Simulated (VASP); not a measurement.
KCl (Sylvite):

```
K Cl
1.0
     0.00000    3.18788    3.18788
     3.18788    0.00000    3.18788
     3.18788    3.18788    0.00000
K Cl
1 1
Direct
  0.00000 0.00000 0.00000
  0.50000 0.50000 0.50000
```

Base run:

| Item | Value |
| --- | --- |
| Program | VASP 6.6.1 |
| Functional | r2SCAN |
| Potentials or basis | VASP PAW PBE potentials, release 64 (K_sv, Cl) |
| Cutoff | 520 eV |
| k mesh | 7 × 7 × 7 |
| Occupations | fermi-dirac, width 0.05 eV |
| Spin | no spin polarisation |

Its results: band gap on the k mesh 5.69 eV, direct; pressure -0.7 GPa.

**Question.** The run is repeated on the same cell with these changes: functional from r2SCAN to PBEsol. What comes out?

**Answer.** Band gap on the k mesh 4.90 eV, direct; pressure -1.0 GPa.

r2SCAN gives the wider gap, since meta-GGAs in the generalised Kohn-Sham scheme recover part of the derivative discontinuity.

Caveats: the PAW data sets were made with another functional, which shifts forces and pressure a little.

A k mesh can miss the band edges.
